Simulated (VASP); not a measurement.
# IrRh2 (P6_3/mmc) in VASP: further runs

The runs below take IrRh2 through single point, relaxation of shape and atoms at fixed volume, with PBE.

All numbers are computed with VASP 6.6.1; they aren't measurements. Logs are shortened: lines on timing, memory, paths and dates and some standing lists are left out, and cuts for length are marked.

## 1. The cell of the first run

Symmetry: P6_3/mmc, No. 194, hexagonal system. The conventional cell has a = 2.732 Å, b = 2.732 Å, c = 13.224 Å, α = 90.00°, β = 90.00°, γ = 120.00°. Ir (site symmetry -6m2) has 6 Rh at 2.70 Å and 6 Ir at 2.73 Å within 3.6 Å. Rh (site symmetry 3m) has 3 Ir at 2.70 Å and 9 Rh at 2.73 Å within 3.6 Å.

## 2. Single point, PBE

INCAR

```
SYSTEM = IrRh2
PREC = Accurate ; ENCUT = 500
EDIFF = 1E-6 ; ISMEAR = 0
SIGMA = 0.2 ; LREAL = .False.
LASPH = .True. ; NELM = 300
ALGO = All ; ISIF = 2
LWAVE = .False. ; LCHARG = .True.
GGA = PE ; LVHAR = .True.
NBANDS = 90 ; GGA_COMPAT = .False.
ISEARCH = 1 ; KPAR = 4
```

KPOINTS

```
Automatic mesh
0
Gamma
  12 12 1
  0 0 0
```

POSCAR

```
IrRh2
1.0
    2.7318740093      0.0000000000      0.0000000000
   -1.3659370046      2.3658722920      0.0000000000
    0.0000000000      0.0000000000     26.4470494000
Ir Rh
4 8
Direct
    0.3333333333      0.6666666667      0.1250000000
    0.3333333333      0.6666666667      0.6250000000
    0.6666666667      0.3333333333      0.3750000000
    0.6666666667      0.3333333333      0.8750000000
    0.3333333333      0.6666666667      0.4579825000
    0.3333333333      0.6666666667      0.9579825000
    0.3333333333      0.6666666667      0.2920175000
    0.3333333333      0.6666666667      0.7920175000
    0.6666666667      0.3333333333      0.0420175000
    0.6666666667      0.3333333333      0.5420175000
    0.6666666667      0.3333333333      0.2079825000
    0.6666666667      0.3333333333      0.7079825000
```

Potentials or basis: VASP PAW PBE potentials, release 64 (Ir, Rh_pv).

Command:

```bash
$ cat potpaw_PBE.64/Ir/POTCAR potpaw_PBE.64/Rh_pv/POTCAR > POTCAR
$ mpirun -np 4 vasp_std > vasp.out
```

OUTCAR:

```text
SYSTEM = IrRh2
   PREC = Accurate
   ENCUT = 500
   EDIFF = 1E-6
   ISMEAR = 0
   LREAL = .False.
   LASPH = .True.
   NELM = 300
   ISIF = 2
   GGA = PE

 ion  position               nearest neighbor table
   1  0.333  0.667  0.125-   9 2.70  11 2.70   9 2.70  11 2.70   9 2.70  11 2.70
   2  0.333  0.667  0.625-  10 2.70  12 2.70  10 2.70  12 2.70  10 2.70  12 2.70
   3  0.667  0.333  0.375-   5 2.70   7 2.70   5 2.70   7 2.70   5 2.70   7 2.70
   4  0.667  0.333  0.875-   6 2.70   8 2.70   6 2.70   8 2.70   6 2.70   8 2.70
   5  0.333  0.667  0.458-   3 2.70   3 2.70   3 2.70  10 2.73  10 2.73  10 2.73
   6  0.333  0.667  0.958-   4 2.70   4 2.70   4 2.70   9 2.73   9 2.73   9 2.73
   7  0.333  0.667  0.292-   3 2.70   3 2.70   3 2.70  11 2.73  11 2.73  11 2.73
   8  0.333  0.667  0.792-   4 2.70   4 2.70   4 2.70  12 2.73  12 2.73  12 2.73
   9  0.667  0.333  0.042-   1 2.70   1 2.70   1 2.70   6 2.73   6 2.73   6 2.73
  10  0.667  0.333  0.542-   2 2.70   2 2.70   2 2.70   5 2.73   5 2.73   5 2.73
  11  0.667  0.333  0.208-   1 2.70   1 2.70   1 2.70   7 2.73   7 2.73   7 2.73
  12  0.667  0.333  0.708-   2 2.70   2 2.70   2 2.70   8 2.73   8 2.73   8 2.73

  LATTYP: Found a hexagonal cell.
 ALAT       =     2.7318740093
 C/A-ratio  =     9.6809184135

  Lattice vectors:

 A1 = (   2.7318740093,   0.0000000000,   0.0000000000)
 A2 = (  -1.3659370046,   2.3658722920,   0.0000000000)
 A3 = (   0.0000000000,   0.0000000000,  26.4470494000)

Analysis of symmetry for initial positions (statically):
=====================================================================
 Subroutine PRICEL returns following result:

  LATTYP: Found a hexagonal cell.
 ALAT       =     2.7318740093
 C/A-ratio  =     4.8404592068

  Lattice vectors:

 A1 = (   2.7318740093,   0.0000000000,   0.0000000000)
 A2 = (  -1.3659370046,   2.3658722920,   0.0000000000)
 A3 = (   0.0000000000,   0.0000000000,  13.2235247000)

   2 primitive cells build up your supercell.

 Routine SETGRP: Setting up the symmetry group for a
 hexagonal supercell.

 Subroutine GETGRP returns: Found 24 space group operations
 (whereof 12 operations were pure point group operations)
 out of a pool of 24 trial point group operations.

The static configuration has the point symmetry D_3d.
 The point group associated with its full space group is D_6h.

Analysis of symmetry for dynamics (positions and initial velocities):
=====================================================================
 Subroutine PRICEL returns following result:

  LATTYP: Found a hexagonal cell.
 ALAT       =     2.7318740093
 C/A-ratio  =     4.8404592068

  Lattice vectors:

 A1 = (   2.7318740093,   0.0000000000,   0.0000000000)
 A2 = (  -1.3659370046,   2.3658722920,   0.0000000000)
 A3 = (   0.0000000000,   0.0000000000,  13.2235247000)

   2 primitive cells build up your supercell.

 Routine SETGRP: Setting up the symmetry group for a
 hexagonal supercell.

 Subroutine GETGRP returns: Found 24 space group operations
 (whereof 12 operations were pure point group operations)
 out of a pool of 24 trial point group operations.

The dynamic configuration has the point symmetry D_3d.
 The point group associated with its full space group is D_6h.

 Subroutine INISYM returns: Found 24 space group operations
 (whereof 12 operations are pure point group operations),
 and found     2 'primitive' translations

----------------------------------------------------------------------------------------

                                     Primitive cell

  volume of cell :      85.4671

  direct lattice vectors                    reciprocal lattice vectors
     2.731874009  0.000000000  0.000000000     0.366049092  0.211338542  0.000000000
    -1.365937005  2.365872292  0.000000000     0.000000000  0.422677083  0.000000000
     0.000000000  0.000000000 13.223524700     0.000000000  0.000000000  0.075622803

  length of vectors
     2.731874009  2.731874009 13.223524700     0.422677083  0.422677083  0.075622803

  position of ions in fractional coordinates (direct lattice)
     0.333333333  0.666666667  0.250000000
     0.666666667  0.333333333  0.750000000
     0.333333333  0.666666667  0.915965000
     0.333333333  0.666666667  0.584035000
     0.666666667  0.333333333  0.084035000
     0.666666667  0.333333333  0.415965000

  ion indices of the primitive-cell ions
   primitive index   ion index
                 1           1
                 2           3
                 3           6
                 4           7
                 5           9
                 6          11

----------------------------------------------------------------------------------------

 KPOINTS: Automatic mesh

Automatic generation of k-mesh.
 Grid dimensions read from file:
 generate k-points for:   12   12    1

 Generating k-lattice:

  Cartesian coordinates                     Fractional coordinates (reciprocal lattice)
[... 49 lines left out ...]
   TEBEG  =    0.0;   TEEND  =   0.0 temperature during run
   PSTRESS=    0.0 pullay stress
   NELECT =     156.0000    total number of electrons
   NUPDOWN=      -1.0000    fix difference up-down
   EMIN   =  10.00;   EMAX   =-10.00  energy-range for DOS
   EFERMI =   0.00;   METHOD = LEGACY
   ISMEAR =     0;   SIGMA  =   0.20  broadening in eV -4-tet -1-fermi 0-gaus
   EFERMI_NEDOS =   21; number of points for ismear=-14 and -15
   IALGO  =     58    algorithm
   IMIX   =      4    mixing-type and parameters
     AMIX     =   0.40;   BMIX     =  1.00
     AMIX_MAG =   1.60;   BMIX_MAG =  1.00
  volume/ion in A,a.u.               =      14.24        96.13
  Fermi-wavevector in a.u.,A,eV,Ry     =   1.587961  3.000812 34.308746  2.521622
  Thomas-Fermi vector in A             =   2.687038
   LORBIT       =      0    0 simple, 1 ext, 2 COOP (PROOUT), +10 PAW based schemes
   GGA     = PE    functional components
   LHFCALC =     F    Hartree Fock is set to
   AEXX    =    0.0000 exact exchange contribution
   IVDW    =     0    specifies the selected vdW correction
   LEPSILON=     F    determine dielectric tensor
   LRPA    =     F    only Hartree local field effects (RPA)
 non-spin polarized calculation
 Gauss-broadening in eV      SIGMA  =   0.20
  energy-cutoff  :      500.00
  volume of cell :      170.93
 maximum number of plane-waves:      4413
 NGX is ok and might be reduce to    20

 number of electron     156.0000007 magnetization

 Free energy of the ion-electron system (eV)
  ---------------------------------------------------
  ext. energy  EPLUGINS =         0.00000000
  ---------------------------------------------------
  free energy    TOTEN  =       -93.31993941 eV

  energy without entropy =      -92.95692495  energy(sigma->0) =      -93.13843218

 E-fermi :  11.0082     XC(G=0): -13.8546

 val. band max:       11.0059131572   @ k =   0.2500   0.0000   0.0000
 cond. band min:      11.0122569900   @ k =   0.3333   0.1667   0.0000
 fundamental gap:      0.0063438329
 Fermi energy:        11.0081781082

 k-point     1 :       0.0000    0.0000    0.0000
  band No.  band energies     occupation
      1     -35.9607      2.00000
      2     -35.9581      2.00000
      3     -35.9581      2.00000
      4     -35.9555      2.00000
      5     -35.6445      2.00000
      6     -35.6417      2.00000
[... 82 lines left out ...]
     89      11.1688      0.25739
     90      11.2282      0.12011

 k-point     2 :       0.0833   -0.0000    0.0000
  band No.  band energies     occupation
      1     -35.9525      2.00000
      2     -35.9501      2.00000
      3     -35.9501      2.00000
      4     -35.9478      2.00000
      5     -35.6502      2.00000
      6     -35.6476      2.00000
[... 1570 lines left out ...]
     89      16.0222      0.00000
     90      16.6864      0.00000

 k-point    19 :       0.3333    0.3333    0.0000
  band No.  band energies     occupation
      1     -35.8790      2.00000
      2     -35.8790      2.00000
      3     -35.8785      2.00000
      4     -35.8785      2.00000
      5     -35.8777      2.00000
      6     -35.8777      2.00000
[... 82 lines left out ...]
     89      17.0813      0.00000
     90      17.4736      0.00000

------------------------ aborting loop because EDIFF is reached ----------------------------------------

  FORCE on cell =-STRESS in cart. coord.  units (eV):
  Direction    XX          YY          ZZ          XY          YZ          ZX
  --------------------------------------------------------------------------------------
  -------------------------------------------------------------------------------------
  Total        0.0392359      0.0392359      1.3662507      0.0000000      0.0000000      0.0000000
  in kB        0.3677602      0.3677602     12.8059496      0.0000000      0.0000000      0.0000000
  external PRESSURE =       4.5138233 kB  Pullay stress =       0.0000000 kB

 VOLUME and BASIS-vectors are now :
 -----------------------------------------------------------------------------
  energy-cutoff  :      500.00
  volume of cell :      170.93
      direct lattice vectors                 reciprocal lattice vectors
     2.731874009  0.000000000  0.000000000     0.366049092  0.211338542  0.000000000
    -1.365937005  2.365872292  0.000000000     0.000000000  0.422677083  0.000000000
     0.000000000  0.000000000 26.447049400     0.000000000  0.000000000  0.037811401

 POSITION                                       TOTAL-FORCE (eV/Angst)
 -----------------------------------------------------------------------------------
     -0.00000      1.57725      3.30588         0.000000     -0.000000     -0.000000
     -0.00000      1.57725     16.52941         0.000000     -0.000000     -0.000000
      1.36594      0.78862      9.91764         0.000000     -0.000000     -0.000000
      1.36594      0.78862     23.14117         0.000000     -0.000000     -0.000000
     -0.00000      1.57725     12.11229         0.000000     -0.000000      0.011149
     -0.00000      1.57725     25.33581         0.000000     -0.000000      0.011149
     -0.00000      1.57725      7.72300         0.000000     -0.000000     -0.011149
     -0.00000      1.57725     20.94653         0.000000     -0.000000     -0.011149
      1.36594      0.78862      1.11124         0.000000      0.000000     -0.011149
      1.36594      0.78862     14.33476        -0.000000      0.000000     -0.011149
      1.36594      0.78862      5.50052        -0.000000      0.000000      0.011149
      1.36594      0.78862     18.72405        -0.000000      0.000000      0.011149
 -----------------------------------------------------------------------------------
    total drift:                               -0.000000      0.000000     -0.000000

  FREE ENERGIE OF THE ION-ELECTRON SYSTEM (eV)
  ---------------------------------------------------
  free  energy   TOTEN  =       -93.3199394101 eV

  energy  without entropy=      -92.9569294618  energy(sigma->0) =      -93.13843444
```

It took 7.9 min on 4 MPI ranks of AMD EPYC 9R45 (Zen 5), shared host; peak memory 0.6 GiB.

What came out:

```
Free energy            : -93.3199 eV
Pressure               : 0.5 GPa
Largest force          : 0.011 eV/Å
Band gap on the k mesh : zero (bands 78 and 79 overlap by 1.75 eV)
```

Forces on the atoms (eV/Å):
```
Ir   0.000  0.000  0.000
Ir   0.000  0.000  0.000
Ir   0.000  0.000  0.000
Ir   0.000  0.000  0.000
Rh   0.000  0.000  0.011
Rh   0.000  0.000  0.011
Rh   0.000  0.000 -0.011
Rh   0.000  0.000 -0.011
Rh   0.000  0.000 -0.011
Rh   0.000  0.000 -0.011
Rh   0.000  0.000  0.011
Rh   0.000  0.000  0.011
```

Caveat: spin-orbit coupling is left out, which moves the levels of the heavy elements.

## 3. Relaxation of shape and atoms at fixed volume, PBE (15.10 Å³/atom)

INCAR

```
SYSTEM = IrRh2
  ALGO = Fast
  EDIFF = 1E-7
  EDIFFG = -0.01
  ENCUT = 600
  GGA = PE
  IBRION = 2
  ISIF = 4
  ISMEAR = 0
  LASPH = .True.
  LCHARG = .False.
  LREAL = .False.
  LWAVE = .False.
  NELM = 100
  NSW = 50
  PREC = Accurate
  SIGMA = 0.1
```

KPOINTS

```
k-points
0
Gamma
  18 18 4
  0 0 0
```

POSCAR

```
IrRh2
1.0
    2.7858782905      0.0000000000      0.0000000000
   -1.3929391452      2.4126413714      0.0000000000
    0.0000000000      0.0000000000     13.4787665243
Ir Rh
2 4
Direct
    0.3333333333      0.6666666667      0.2500000000
    0.6666666667      0.3333333333      0.7500000000
    0.3333333333      0.6666666667      0.9156654302
    0.3333333333      0.6666666667      0.5843345698
    0.6666666667      0.3333333333      0.0843345698
    0.6666666667      0.3333333333      0.4156654302
```

Potentials or basis: VASP PAW PBE potentials, release 64 (Ir, Rh_pv).

Command:

```bash
$ cat potpaw_PBE.64/Ir/POTCAR potpaw_PBE.64/Rh_pv/POTCAR > POTCAR
$ mpirun -np 1 vasp_std > vasp.out
```

It took 50 min on 1 thread of Oxide Virtual Turin-like, shared host; peak memory 0.54 GiB.

The run converged. Its results:

- Free energy: -46.3588 eV
- Energy gained by relaxing: 0.4 meV/atom
- Ionic steps: 5
- Pressure after relaxing: -14.1 GPa
- Largest force after relaxing: 0.008 eV/Å
- Band gap on the k mesh: zero (bands 39 and 40 overlap by 2.02 eV)

Forces in eV/Å, atoms in the order of the input:
```
Ir   0.000  0.000  0.000
Ir   0.000  0.000  0.000
Rh   0.000  0.000 -0.008
Rh   0.000  0.000  0.008
Rh   0.000  0.000  0.008
Rh   0.000  0.000 -0.008
```

The path:
| step | energy change (eV) | largest force (eV/Å) | pressure (GPa) | volume (Å³) |
| --- | --- | --- | --- | --- |
| 1 | 0.0000 | 0.0482 | -14.17 | 90.60 |
| 2 | -0.0024 | 0.0154 | -14.13 | 90.60 |
| 3 | -0.0024 | 0.0149 | -14.13 | 90.60 |
| 4 | -0.0024 | 0.0111 | -14.12 | 90.60 |
| 5 | -0.0024 | 0.0082 | -14.12 | 90.60 |

Final structure:
```
Ir Rh
1.0
     2.78607    0.00000    0.00000
    -1.39303    2.41281    0.00000
     0.00000    0.00000   13.47692
Ir Rh
2 4
Cartesian
  0.0000 1.6085 3.3692
  1.3930 0.8043 10.1077
  0.0000 1.6085 12.3375
  0.0000 1.6085 7.8779
  1.3930 0.8043 1.1394
  1.3930 0.8043 5.5990
```

Levels at points of the mesh, in eV from the Fermi level:
```csv
k point,band 36,band 37,band 38,band 39,band 40,band 41
"(0.00, 0.00, 0.00)",-1.81,-1.81,-0.98,-0.98,-0.96,-0.96
"(0.50, 0.00, 0.00)",0.47,0.49,0.54,0.55,0.66,0.99
"(0.00, 0.00, 0.50)",-1.53,-1.53,-1.53,-0.56,-0.56,-0.41
"(0.50, 0.00, 0.50)",0.19,0.45,0.45,0.48,0.48,0.99
```

Caveat: the highest band is partly filled, so the run has too few bands; spin-orbit coupling is left out, which moves the levels of the heavy elements.

## 4. Single point, PBE, collinear spin, ferromagnetic start

This run uses another cell than the first one: it holds 6 atoms, not 12.

INCAR

```
PREC = Accurate
ENCUT = 500
EDIFF = 1E-6
ISMEAR = 0
SIGMA = 0.1
LREAL = F
LASPH = T
NELM = 200
ALGO = Normal
ISIF = 2
LWAVE = F
LCHARG = F
ISPIN = 2
MAGMOM = 1 1 1 1 1 1
LORBIT = 11
LMAXMIX = 4
GGA = PE
NBANDS = 52
GGA_COMPAT = F
```

KPOINTS

```
Automatic mesh
0
Gamma
  6 6 2
```

POSCAR

```
IrRh2
1.0
    2.7318740000      0.0000000000      0.0000000000
   -1.3659370000      2.3658723000      0.0000000000
    0.0000000000      0.0000000000     13.2235247000
Ir Rh
2 4
Direct
    0.3333333000      0.6666667000      0.2500000000
    0.6666667000      0.3333333000      0.7500000000
    0.3333333000      0.6666667000      0.9159650000
    0.3333333000      0.6666667000      0.5840350000
    0.6666667000      0.3333333000      0.0840350000
    0.6666667000      0.3333333000      0.4159650000
```

Command:

```bash
$ cat potpaw_PBE.64/Ir/POTCAR potpaw_PBE.64/Rh_pv/POTCAR > POTCAR
$ mpirun -np 1 vasp_std > vasp.out
```

Run time: 3.5 min. Hardware: 1 thread of Oxide Virtual Turin-like, shared host; peak memory 0.23 GiB.

The run converged. Its results:

```yaml
Free_energy: -46.4691 eV
Pressure: 0.6 GPa
Largest_force: 0.054 eV/Å
Band_gap_on_the_k_mesh: zero (filled and empty bands overlap)
Net_moment: 0.00 μB per cell
Valence_electrons_inside_the_program's_atomic_spheres: Ir 8.28; Rh 13.75
```

Forces in eV/Å, atoms in the order of the input:
```
Ir   0.000  0.000  0.000
Ir   0.000  0.000  0.000
Rh   0.000  0.000 -0.054
Rh   0.000  0.000  0.054
Rh   0.000  0.000  0.054
Rh   0.000  0.000 -0.054
```

Stress tensor (GPa, compression positive):
```
 2.60  0.00  0.00
 0.00  2.60  0.00
 0.00  0.00 -3.39
```

Levels at points of the mesh, in eV from the Fermi level:
Spin up:
```csv
k point,band 37,band 38,band 39,band 40,band 41,band 42,band 43,band 44
"(0.00, 0.00, 0.00)",-1.92,-0.99,-0.99,-0.98,-0.98,-0.06,-0.06,0.21
"(0.50, 0.00, 0.00)",0.64,0.66,0.67,0.79,1.21,1.22,1.29,1.49
"(0.00, 0.00, 0.50)",-1.61,-1.61,-0.63,-0.63,-0.38,-0.38,-0.38,-0.38
"(0.50, 0.00, 0.50)",0.59,0.59,0.65,0.65,1.21,1.21,2.22,2.22
```
Spin down:
```csv
k point,band 36,band 37,band 38,band 39,band 40,band 41,band 42,band 43,band 44,band 45
"(0.00, 0.00, 0.00)",-1.92,-1.92,-0.99,-0.99,-0.98,-0.98,-0.06,-0.06,0.21,0.21
"(0.50, 0.00, 0.00)",0.64,0.64,0.66,0.67,0.79,1.21,1.22,1.29,1.49,2.79
"(0.00, 0.00, 0.50)",-1.61,-1.61,-1.61,-0.63,-0.63,-0.38,-0.38,-0.38,-0.38,0.27
"(0.50, 0.00, 0.50)",0.29,0.59,0.59,0.65,0.65,1.21,1.21,2.22,2.22,2.71
```

Caveat: the k points lie up to 0.44 Å⁻¹ apart, too coarse for converged energies and pressures of a metal; spin-orbit coupling is left out, which moves the levels of the heavy elements.

## 5. The runs side by side

| task | spin | cell | k mesh | cutoff (eV) | smearing | second try | gap on the mesh (eV) | pressure (GPa) | largest force (eV/Å) |
| --- | --- | --- | --- | --- | --- | --- | --- | --- | --- |
| single point | off | a = 2.732, b = 2.732, c = 26.447 Å, angles 90.0, 90.0, 120.0°, 12 atoms, atomic positions A | 12 × 12 × 1 | 500 | gaussian 0.2 eV | not_converged | none | 0.5 | 0.01 |
| relaxation of shape and atoms at fixed volume | off | relaxed from a = 2.786, b = 2.786, c = 13.479 Å, angles 90.0, 90.0, 120.0°, 6 atoms, atomic positions B | 18 × 18 × 4 | 600 | gaussian 0.1 eV | - | none | -14.1 | 0.01 |
| single point | collinear, ferromagnetic start | a = 2.732, b = 2.732, c = 13.224 Å, angles 90.0, 90.0, 120.0°, 6 atoms, atomic positions C | 6 × 6 × 2 | 500 | gaussian 0.1 eV | - | none | 0.6 | 0.05 |

Alike in all rows: level PBE; potentials or basis VASP PAW PBE potentials, release 64 (Ir, Rh_pv).

Caveats: some runs use coarse meshes; spin-orbit coupling is left out, which moves the levels of the heavy elements; the highest band is partly filled, so the run has too few bands (at least some runs).

Absolute energies hang on the potentials; compare differences alone.

The gap in the log of VASP goes by the Fermi energy; the results here count the filled bands.